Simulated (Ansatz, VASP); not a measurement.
## One calculation of Si5Ge, two programs

File INCAR:

```
PREC = Accurate ; ENCUT = 600
EDIFF = 1E-6 ; ISMEAR = 0
SIGMA = 0.1 ; LREAL = F
LASPH = T ; NELM = 80
ALGO = Normal ; ISIF = 3
LWAVE = F ; LCHARG = F
GGA = PE ; IBRION = 2
NSW = 90 ; EDIFFG = -0.04
```

File KPOINTS:

```
regular mesh
0
Gamma
  6 6 2
```

POSCAR

```
Si5Ge
1.0
    2.8211855700      0.0000000000      0.0000000000
   -1.4105927900      2.4432183800      0.0000000000
    0.0000000000      0.0000000000     13.8209302600
Si Ge
5 1
Direct
    0.6666666700      0.3333333300      0.6666666700
    0.3333333300      0.6666666700      0.8333333300
    0.6666666700      0.3333333300      0.1666666700
    0.3333333300      0.6666666700      0.3333333300
    0.0000000000      0.0000000000      0.5000000000
    0.0000000000      0.0000000000      0.0000000000
```

Input for Ansatz:

```yaml
crystal:
  lattice:
    - [2.82118557, 0.0, 0.0]
    - [-1.41059279, 2.44321838, 0.0]
    - [0.0, 0.0, 13.82093026]
  atoms:
    - { symbol: Si, position: [0.66666667, 0.33333333, 0.66666667] }
    - { symbol: Si, position: [0.33333333, 0.66666667, 0.83333333] }
    - { symbol: Si, position: [0.66666667, 0.33333333, 0.16666667] }
    - { symbol: Si, position: [0.33333333, 0.66666667, 0.33333333] }
    - { symbol: Si, position: [0.0, 0.0, 0.5] }
    - { symbol: Ge, position: [0.0, 0.0, 0.0] }
basis:
  ecutwfc: 420
kpoints:
  mp_grid: { grid: [6, 6, 2] }
hamiltonian:
  xc: pbe
scf:
  occupations: { method: gaussian, width: 0.1 }
  lower_state_search: "off"
output:
  forces: true
  stress: true
  eigenvalues: true
relax:
  adjacent_minimum: "off"
  f_tol: 0.04
  max_steps: 70
  cell: { stress_tol: 0.4 }
```

Alike in both runs: task relaxation of cell and atoms; functional PBE; k mesh 6 × 6 × 2; occupations gaussian, width 0.1 eV; no spin polarisation.

```csv
,VASP,Ansatz
version,VASP 6.6.1,Ansatz 0.2.0
potentials or method,"VASP PAW PBE potentials, release 64 (Si, Ge_d), cutoff 600 eV","scalar-relativistic, plane waves, PAW"
valence electrons in the cell,34,34
```

|  | VASP | Ansatz | Ansatz less VASP |
| --- | --- | --- | --- |
| gap on the k mesh at the Fermi level, each at its own relaxed structure (eV) | none | none | - |
| relaxed volume (Å³/atom) | 15.70 | 15.96 | +0.262 |
| relaxed cell length with the largest relative difference (Å) | 12.428 | 13.524 | +1.0968 |

A gap of «none» marks a metal or a gap that the smearing closes. One of these differences is far larger than is usual between the two programs; its cause wasn't traced.

The k mesh is coarse, so the values compare programs but aren't converged. Noted on VASP's run: too few bands were computed for a metal, which touches its energy and stress.
